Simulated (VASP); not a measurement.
# Mg2Ti2N in VASP: further runs

The runs below take Mg2Ti2N through single point, relaxation of the atoms, with LDA.

All numbers are computed with VASP 6.6.1; they aren't measurements. Logs are shortened: lines on timing, memory, paths and dates and some standing lists are left out, and cuts for length are marked.

## 1. The cell of the first run

The cell holds a slab with vacuum, 5 atoms: a = 2.894 Å, b = 2.894 Å, c = 22.888 Å, α = 90.00°, β = 90.00°, γ = 120.00°.

## 2. Single point, LDA

File INCAR:

```
SYSTEM = Mg2Ti2N
PREC     = Accurate       ! precision mode
ENCUT    = 520            ! plane-wave cutoff, eV
EDIFF    = 1E-6           ! SCF threshold, eV
ISMEAR   = -1             ! smearing method
SIGMA    = 0.1            ! smearing width, eV
LREAL    = .False.        ! projectors in reciprocal space
LASPH    = .True.         ! aspherical terms in the spheres
NELM     = 120            ! most SCF steps
ALGO     = Normal         ! electronic algorithm
ISIF     = 2              ! what is computed and relaxed
LWAVE    = .False.        ! write WAVECAR
LCHARG   = .False.        ! write CHGCAR
LDIPOL   = .True.       
IDIPOL   = 3            
DIPOL    = 0.5 0.5 0.506
NBANDS   = 24             ! bands
GGA_COMPAT= .False.      
NELMDL   = -8
```

File KPOINTS:

```
Automatic mesh
0
Gamma
  7 7 1
  0 0 0
```

File POSCAR:

```
Mg2Ti2N
1.0
    2.8943431255     -0.0000000029      0.0000000000
   -1.4471715602      2.5065746754      0.0000000000
    0.0000000000      0.0000000000     22.8883815000
Mg Ti N
2 2 1
Direct
    0.0000000000      0.0000000000      0.2839868778
    0.0000000000      0.0000000000      0.5137506555
    0.6666666667      0.3333333333      0.3988687667
    0.6666666667      0.3333333333      0.6286325444
    0.6666666667      0.3333333333      0.7024790409
```

Potentials or basis: VASP PAW LDA potentials, release 64 (Mg, Ti_sv, N).

Started as:

```
cat potpaw_LDA.64/Mg/POTCAR potpaw_LDA.64/Ti_sv/POTCAR potpaw_LDA.64/N/POTCAR > POTCAR
mpirun -np 1 vasp_std > vasp.out
```

OUTCAR:

```text
SYSTEM = Mg2Ti2N
   PREC = Accurate
   ENCUT = 520
   EDIFF = 1E-6
   ISMEAR = -1
   LREAL = .False.
   LASPH = .True.
   NELM = 120
   ISIF = 2
   NELMDL = -8

 ion  position               nearest neighbor table
   1  0.000  0.000  0.284-   3 3.12   3 3.12   3 3.12
   2  0.000  0.000  0.514-   3 3.12   3 3.12   3 3.12   4 3.12   4 3.12   4 3.12
   3  0.667  0.333  0.399-   2 3.12   2 3.12   2 3.12   1 3.12   1 3.12   1 3.12
   4  0.667  0.333  0.629-   5 1.69   2 3.12   2 3.12   2 3.12
   5  0.667  0.333  0.702-   4 1.69

  LATTYP: Found a hexagonal cell.
 ALAT       =     2.8943431255
 C/A-ratio  =     7.9079709998

  Lattice vectors:

 A1 = (   2.8943431255,  -0.0000000029,   0.0000000000)
 A2 = (  -1.4471715602,   2.5065746754,   0.0000000000)
 A3 = (   0.0000000000,   0.0000000000,  22.8883815000)

Analysis of symmetry for initial positions (statically):
=====================================================================
 Subroutine PRICEL returns:
 Original cell was already a primitive cell.

 Routine SETGRP: Setting up the symmetry group for a
 hexagonal supercell.

 Subroutine GETGRP returns: Found  6 space group operations
 (whereof  6 operations were pure point group operations)
 out of a pool of 24 trial point group operations.

The static configuration has the point symmetry C_3v.

Analysis of symmetry for dynamics (positions and initial velocities):
=====================================================================
 Subroutine PRICEL returns:
 Original cell was already a primitive cell.

 Routine SETGRP: Setting up the symmetry group for a
 hexagonal supercell.

 Subroutine GETGRP returns: Found  6 space group operations
 (whereof  6 operations were pure point group operations)
 out of a pool of 24 trial point group operations.

The dynamic configuration has the point symmetry C_3v.

 Subroutine INISYM returns: Found  6 space group operations
 (whereof  6 operations are pure point group operations),
 and found     1 'primitive' translations

----------------------------------------------------------------------------------------

                                     Primitive cell

  volume of cell :     166.0526

  direct lattice vectors                    reciprocal lattice vectors
     2.894343125 -0.000000003  0.000000000     0.345501538  0.199475405  0.000000000
    -1.447171560  2.506574675  0.000000000     0.000000000  0.398950811  0.000000000
     0.000000000  0.000000000 22.888381500     0.000000000  0.000000000  0.043690289

  length of vectors
     2.894343125  2.894343125 22.888381500     0.398950811  0.398950811  0.043690289

  position of ions in fractional coordinates (direct lattice)
     0.000000000  0.000000000  0.283986878
     0.000000000  0.000000000  0.513750655
     0.666666667  0.333333333  0.398868767
     0.666666667  0.333333333  0.628632544
     0.666666667  0.333333333  0.702479041

  ion indices of the primitive-cell ions
   primitive index   ion index
                 1           1
                 2           2
                 3           3
                 4           4
                 5           5

----------------------------------------------------------------------------------------

 KPOINTS: Automatic mesh

Automatic generation of k-mesh.
 Grid dimensions read from file:
 generate k-points for:    7    7    1

 Generating k-lattice:

  Cartesian coordinates                     Fractional coordinates (reciprocal lattice)
     0.049357363  0.028496486  0.000000000     0.142857143 -0.000000000  0.000000000
     0.000000000  0.056992973  0.000000000     0.000000000  0.142857143  0.000000000
     0.000000000  0.000000000  0.043690289     0.000000000  0.000000000  1.000000000

  Length of vectors
     0.056992973  0.056992973  0.043690289

  Shift w.r.t. Gamma in fractional coordinates (k-lattice)
     0.000000000  0.000000000  0.000000000

 Subroutine IBZKPT returns following result:
 ===========================================

 Found      8 irreducible k-points:

 Following reciprocal coordinates:
            Coordinates               Weight
  0.000000  0.000000  0.000000      1.000000
  0.142857  0.000000  0.000000      6.000000
  0.285714  0.000000  0.000000      6.000000
  0.428571  0.000000  0.000000      6.000000
  0.142857  0.142857  0.000000      6.000000
  0.285714  0.142857  0.000000     12.000000
  0.428571  0.142857  0.000000      6.000000
  0.285714  0.285714  0.000000      6.000000
   k-points           NKPTS =      8   k-points in BZ     NKDIM =      8   number of bands    NBANDS=     24
   number of dos      NEDOS =    301   number of ions     NIONS =      5
   total plane-waves  NPLWV = 103680
   dimension x,y,z NGX =    24 NGY =   24 NGZ =  180
   dimension x,y,z NGXF=    48 NGYF=   48 NGZF=  360
   ions per type =               2   2   1
   NGX,Y,Z   is equivalent  to a cutoff of  13.79, 13.79, 13.07 a.u.
   NGXF,Y,Z  is equivalent  to a cutoff of  27.57, 27.57, 26.15 a.u.
 SYSTEM =  Mg2Ti2N
   PREC   = accura    normal or accurate (medium, high low for compatibility)
   ISTART =      0    job   : 0-new  1-cont  2-samecut
   ICHARG =      2    charge: 1-file 2-atom 10-const
   ISPIN  =      1    spin polarized calculation?
   LNONCOLLINEAR =      F non collinear calculations
   LSORBIT =      F    spin-orbit coupling
   LASPH  =      T    aspherical Exc in radial PAW
   ENCUT  =  520.0 eV  38.22 Ry    6.18 a.u.   5.38  5.38 42.56*2*pi/ulx,y,z
   NELM   =    120;   NELMIN=  2; NELMDL= -8     # of ELM steps
   EDIFF  = 0.1E-05   stopping-criterion for ELM
   LREAL  =      F    real-space projection
   EDIFFG = 0.1E-04   stopping-criterion for IOM
   NSW    =      0    number of steps for IOM
   IBRION =     -1    ionic relax: 0-MD 1-quasi-New 2-CG
   NFREE  =      0    steps in history (QN), initial steepest desc. (CG)
   ISIF   =      2    stress and relaxation
   ISYM   =      2    0-nonsym 1-usesym 2-fastsym
   POTIM  = 0.5000    time-step for ionic-motion
   TEBEG  =    0.0;   TEEND  =   0.0 temperature during run
   PSTRESS=    0.0 pullay stress
   NELECT =      33.0000    total number of electrons
   NUPDOWN=      -1.0000    fix difference up-down
   EMIN   =  10.00;   EMAX   =-10.00  energy-range for DOS
   EFERMI =   0.00;   METHOD = LEGACY
   ISMEAR =    -1;   SIGMA  =   0.10  broadening in eV -4-tet -1-fermi 0-gaus
   EFERMI_NEDOS =   21; number of points for ismear=-14 and -15
   IALGO  =     38    algorithm
   IMIX   =      4    mixing-type and parameters
     AMIX     =   0.40;   BMIX     =  1.00
     AMIX_MAG =   1.60;   BMIX_MAG =  1.00
  volume/ion in A,a.u.               =      33.21       224.12
  Fermi-wavevector in a.u.,A,eV,Ry     =   0.955354  1.805357 12.418049  0.912701
  Thomas-Fermi vector in A             =   2.084184
   LORBIT       =      0    0 simple, 1 ext, 2 COOP (PROOUT), +10 PAW based schemes
   GGA     = CA    functional components
   LHFCALC =     F    Hartree Fock is set to
   AEXX    =    0.0000 exact exchange contribution
   IVDW    =     0    specifies the selected vdW correction
   LEPSILON=     F    determine dielectric tensor
   LRPA    =     F    only Hartree local field effects (RPA)
 non-spin polarized calculation
  energy-cutoff  :      520.00
  volume of cell :      166.05
 maximum number of plane-waves:      4549
 NGX is ok and might be reduce to    24
   NGX = 11   NGY = 11   NGZ = 85

 dipolmoment           0.000000      0.000000     -0.084695 electrons x Angstroem

 number of electron      32.9999996 magnetization

 dipolmoment           0.000000      0.000000      0.172171 electrons x Angstroem

 Free energy of the ion-electron system (eV)
  ---------------------------------------------------
  ext. energy  EPLUGINS =         0.00000000
  ---------------------------------------------------
  free energy    TOTEN  =       -25.44965173 eV

  energy without entropy =      -25.19822474  energy(sigma->0) =      -25.32393824

 E-fermi :  -0.8832     XC(G=0):  -6.0296

 val. band max:       -0.9076649380   @ k =   0.1429   0.1429   0.0000
 cond. band min:      -0.8779127071   @ k =   0.2857   0.2857   0.0000
 fundamental gap:      0.0297522309
 Fermi energy:        -0.8831986801

 k-point     1 :       0.0000    0.0000    0.0000
  band No.  band energies     occupation
      1     -57.0564      2.00000
      2     -56.0598      2.00000
      3     -33.7824      2.00000
      4     -33.3392      2.00000
      5     -33.3392      2.00000
      6     -32.7815      2.00000
[... 16 lines left out ...]
     23       1.5247      0.00000
     24       1.5247      0.00000

 k-point     2 :       0.1429    0.0000    0.0000
  band No.  band energies     occupation
      1     -57.0397      2.00000
      2     -56.0423      2.00000
      3     -33.7667      2.00000
      4     -33.4434      2.00000
      5     -33.3630      2.00000
      6     -32.7637      2.00000
[... 16 lines left out ...]
     23       1.2779      0.00000
     24       1.4115      0.00000

 k-point     3 :       0.2857    0.0000    0.0000
  band No.  band energies     occupation
      1     -57.0021      2.00000
      2     -56.0028      2.00000
      3     -33.7312      2.00000
      4     -33.6729      2.00000
      5     -33.4160      2.00000
      6     -32.8702      2.00000
[... 16 lines left out ...]
     23       1.6793      0.00000
     24       2.1223      0.00000

 k-point     4 :       0.4286    0.0000    0.0000
  band No.  band energies     occupation
      1     -56.9717      2.00000
      2     -55.9709      2.00000
      3     -33.8528      2.00000
      4     -33.7026      2.00000
      5     -33.4581      2.00000
      6     -33.0569      2.00000
[... 16 lines left out ...]
     23       2.4827      0.00000
     24       2.9714      0.00000

 k-point     5 :       0.1429    0.1429    0.0000
  band No.  band energies     occupation
      1     -57.0126      2.00000
      2     -56.0138      2.00000
      3     -33.7411      2.00000
      4     -33.5949      2.00000
      5     -33.4166      2.00000
      6     -32.7895      2.00000
[... 16 lines left out ...]
     23       1.3652      0.00000
     24       2.0063      0.00000

 k-point     6 :       0.2857    0.1429    0.0000
  band No.  band energies     occupation
      1     -56.9785      2.00000
      2     -55.9780      2.00000
      3     -33.7694      2.00000
      4     -33.7090      2.00000
      5     -33.4944      2.00000
      6     -32.9703      2.00000
[... 16 lines left out ...]
     23       2.3550      0.00000
     24       2.7966      0.00000

 k-point     7 :       0.4286    0.1429    0.0000
  band No.  band energies     occupation
      1     -56.9633      2.00000
      2     -55.9620      2.00000
      3     -33.8451      2.00000
      4     -33.6947      2.00000
      5     -33.5297      2.00000
      6     -33.0488      2.00000
[... 16 lines left out ...]
     23       2.2298      0.00000
     24       2.6980      0.00000

 k-point     8 :       0.2857    0.2857    0.0000
  band No.  band energies     occupation
      1     -56.9595      2.00000
      2     -55.9581      2.00000
      3     -33.7724      2.00000
      4     -33.6912      2.00000
      5     -33.6326      2.00000
      6     -32.9733      2.00000
[... 16 lines left out ...]
     23       2.2090      0.00000
     24       2.3829      0.00000

------------------------ aborting loop because EDIFF is reached ----------------------------------------

 vacuum level on the upper side and lower side of the slab       (xc-potential included)         1.946        -2.308

  FORCE on cell =-STRESS in cart. coord.  units (eV):
  Direction    XX          YY          ZZ          XY          YZ          ZX
  --------------------------------------------------------------------------------------
  -------------------------------------------------------------------------------------
  Total        0.6301289      0.6301289     -2.0124260      0.0000000      0.0000000     -0.0000000
  in kB        6.0798693      6.0798693    -19.4171175      0.0000000      0.0000000     -0.0000000
  external PRESSURE =      -2.4191263 kB  Pullay stress =       0.0000000 kB

 VOLUME and BASIS-vectors are now :
 -----------------------------------------------------------------------------
  energy-cutoff  :      520.00
  volume of cell :      166.05
      direct lattice vectors                 reciprocal lattice vectors
     2.894343125 -0.000000003  0.000000000     0.345501538  0.199475405  0.000000000
    -1.447171560  2.506574675  0.000000000     0.000000000  0.398950811  0.000000000
     0.000000000  0.000000000 22.888381500     0.000000000  0.000000000  0.043690289

 POSITION                                       TOTAL-FORCE (eV/Angst)
 -----------------------------------------------------------------------------------
      0.00000      0.00000      6.50000        -0.000000      0.000000      0.231896
      0.00000      0.00000     11.75892        -0.000000      0.000000      0.137265
      1.44717      0.83552      9.12946         0.000000     -0.000000      0.055660
      1.44717      0.83552     14.38838         0.000000     -0.000000     -0.708118
      1.44717      0.83552     16.07861        -0.000000      0.000000      0.283298
 -----------------------------------------------------------------------------------
    total drift:                               -0.000001      0.000000     -0.000425

  FREE ENERGIE OF THE ION-ELECTRON SYSTEM (eV)
  ---------------------------------------------------
  free  energy   TOTEN  =       -25.4496517323 eV

  energy  without entropy=      -25.1982247404  energy(sigma->0) =      -25.32393824

 vacuum level on the upper side and lower side of the slab         7.699         3.322
```

It took 93 s on 1 thread of AMD EPYC 7R13, shared host; peak memory 0.23 GiB.

What came out:

* Free energy: -25.4497 eV
* Largest force: 0.708 eV/Å
* Band gap on the k mesh: zero (an odd number of electrons rules out a gap without spin polarisation)

Forces on the atoms (eV/Å):
```
Mg   0.000  0.000  0.232
Mg   0.000  0.000  0.137
Ti   0.000  0.000  0.056
Ti   0.000  0.000 -0.708
N    0.000  0.000  0.283
```

Levels at points of the mesh, in eV from the Fermi level:
```
           k point  band 13  band 14  band 15  band 16  band 17  band 18  band 19  band 20
(0.00, 0.00, 0.00)    -2.62    -1.54    -0.72    -0.13     0.56     0.56     0.99     0.99
```

## 3. Relaxation of the atoms, LDA

File INCAR:

```
PREC = Accurate
ENCUT = 520
EDIFF = 1E-7
ISMEAR = -1
SIGMA = 0.1
LREAL = F
LASPH = T
NELM = 120
ALGO = Normal
ISIF = 2
LWAVE = F
LCHARG = F
LDIPOL = T
IDIPOL = 3
DIPOL = 0.5 0.5 0.508
GGA = CA
IBRION = 2
NSW = 45
EDIFFG = -0.05
GGA_COMPAT = F
NELMIN = 4
NELMDL = -8
```

File KPOINTS:

```
Automatic mesh
0
Gamma
  7 7 1
```

File POSCAR:

```
Mg2Ti2N
1.0
    2.8943431300      0.0000000000      0.0000000000
   -1.4471715600      2.5065746700      0.0000000000
    0.0000000000      0.0000000000     22.8883815000
Mg Ti N
2 2 1
Selective dynamics
Direct
    0.0000000000      0.0000000000      0.2839868778  F F F
    0.0000000000      0.0000000000      0.5137506555  F F F
    0.6666666700      0.3333333300      0.3988687667  F F F
    0.6666666700      0.3333333300      0.6286325444  F F F
    0.6666666700      0.3333333300      0.7160131222  T T T
```

Potentials or basis: VASP PAW LDA potentials, release 64 (Mg, Ti_sv, N).

Started as:

```
cat potpaw_LDA.64/Mg/POTCAR potpaw_LDA.64/Ti_sv/POTCAR potpaw_LDA.64/N/POTCAR > POTCAR
mpirun -np 1 vasp_std > vasp.out
```

It took 3.7 min on 1 thread of AMD EPYC 7R13, shared host; peak memory 0.23 GiB.

Results (log left out):

- Free energy: -25.4520 eV
- Energy gained by relaxing: 105.6 meV/atom
- Ionic steps: 3
- Band gap on the k mesh: zero (an odd number of electrons rules out a gap without spin polarisation)

Step by step:
```csv
step,energy change (eV),largest force on free atoms (eV/Å),pressure (GPa)
1,0.0000,3.0583,-4.15
2,-0.3781,1.9268,-2.67
3,-0.5279,0.0076,-0.54
```

Final structure:
```
Mg Ti N
1.0
     2.89434    0.00000    0.00000
    -1.44717    2.50657    0.00000
     0.00000    0.00000   22.88838
Mg Ti N
2 2 1
Direct
  0.00000 0.00000 0.28399
  0.00000 0.00000 0.51375
  0.66667 0.33333 0.39887
  0.66667 0.33333 0.62863
  0.66667 0.33333 0.70324
```

Levels at points of the mesh, in eV from the Fermi level:
```tsv
k point	band 14	band 15	band 16	band 17	band 18	band 19
(0.00, 0.00, 0.00)	-1.53	-0.72	-0.18	0.59	0.59	1.00
```

## 4. Relaxation of the atoms, LDA

File INCAR:

```
SYSTEM = Mg2Ti2N
PREC = Accurate ; ENCUT = 520
EDIFF = 1E-7 ; ISMEAR = -1
SIGMA = 0.1 ; LREAL = .False.
LASPH = .True. ; NELM = 120
ALGO = Normal ; ISIF = 2
LWAVE = .False. ; LCHARG = .False.
LDIPOL = .True. ; IDIPOL = 3
DIPOL = 0.5 0.5 0.508 ; GGA = CA
IBRION = 2 ; NSW = 45
EDIFFG = -0.05 ; GGA_COMPAT = .False.
NELMIN = 4 ; NELMDL = -8
```

File KPOINTS:

```
Automatic mesh
0
Gamma
  7 7 1
  0 0 0
```

Changes to POSCAR since step 3:

```diff
@@ -13,2 +13,2 @@
     0.6666666700      0.3333333300      0.6286325444  F F F
-    0.6666666700      0.3333333300      0.7160131222  T T T
+    1.0000000033      0.9999999967      0.7160131222  T T T
```

Started as:

```
cat potpaw_LDA.64/Mg/POTCAR potpaw_LDA.64/Ti_sv/POTCAR potpaw_LDA.64/N/POTCAR > POTCAR
mpirun -np 1 vasp_std > vasp.out
```

Wall time 8.3 min (1 thread of AMD EPYC 7R13, shared host); peak memory 0.24 GiB.

Results (log left out):

* Free energy: -30.5993 eV
* Energy gained by relaxing: 1190.9 meV/atom
* Ionic steps: 14
* Band gap on the k mesh: zero (an odd number of electrons rules out a gap without spin polarisation)

The path:
```csv
step,energy change (eV),largest force on free atoms (eV/Å),pressure (GPa)
1,0.0000,3.3205,-5.96
2,-0.5654,3.8195,-5.60
3,-3.2978,7.2087,-4.22
4,-5.2972,3.3980,8.52
5,-5.9488,0.3921,3.33
6,-5.9535,0.1490,2.68
7,-5.9536,0.1380,2.70
8,-5.9539,0.1050,2.74
9,-5.9539,0.1040,2.74
10,-5.9539,0.1003,2.74
11,-5.9540,0.0929,2.75
12,-5.9541,0.0797,2.77
13,-5.9542,0.0525,2.80
14,-5.9543,0.0020,2.86
```

Final structure:
```cif
data_structure
_symmetry_space_group_name_H-M 'P 1'
_symmetry_Int_Tables_number 1
_cell_length_a 2.8943
_cell_length_b 2.8943
_cell_length_c 22.8884
_cell_angle_alpha 90.000
_cell_angle_beta 90.000
_cell_angle_gamma 120.000
_cell_volume 166.05
loop_
_atom_site_label
_atom_site_type_symbol
_atom_site_fract_x
_atom_site_fract_y
_atom_site_fract_z
_atom_site_occupancy
Mg1 Mg 0.00000 0.00000 0.28399 1
Mg2 Mg 0.00000 0.00000 0.51375 1
Ti1 Ti 0.66667 0.33333 0.39887 1
Ti2 Ti 0.66667 0.33333 0.62863 1
N1 N 0.00000 0.00000 0.66069 1
```

Levels at points of the mesh, in eV from the Fermi level:
| k point | band 13 | band 14 | band 15 | band 16 | band 17 | band 18 | band 19 | band 20 |
| --- | --- | --- | --- | --- | --- | --- | --- | --- |
| (0.00, 0.00, 0.00) | -4.03 | -4.03 | -3.51 | -1.44 | -0.69 | 1.03 | 1.03 | 2.03 |

## 5. Overview

```tsv
task	cell	atoms held fixed (from 0)	gap on the mesh (eV)
single point	a = 2.894, b = 2.894, c = 22.888 Å, angles 90.0, 90.0, 120.0°, 5 atoms, atomic positions A	-	none
relaxation of the atoms	atoms relaxed from a = 2.894, b = 2.894, c = 22.888 Å, angles 90.0, 90.0, 120.0°, 5 atoms, atomic positions B	[0, 1, 2, 3]	none
relaxation of the atoms	atoms relaxed from a = 2.894, b = 2.894, c = 22.888 Å, angles 90.0, 90.0, 120.0°, 5 atoms, atomic positions C	[0, 1, 2, 3]	none
```

Alike in all rows: level LDA; potentials or basis VASP PAW LDA potentials, release 64 (Mg, Ti_sv, N); no spin polarisation; k mesh 7 × 7 × 1; cutoff (eV) 520; smearing fermi-dirac 0.1 eV.

Absolute energies hang on the potentials; compare differences alone.

The gap in the log of VASP goes by the Fermi energy; the results here count the filled bands.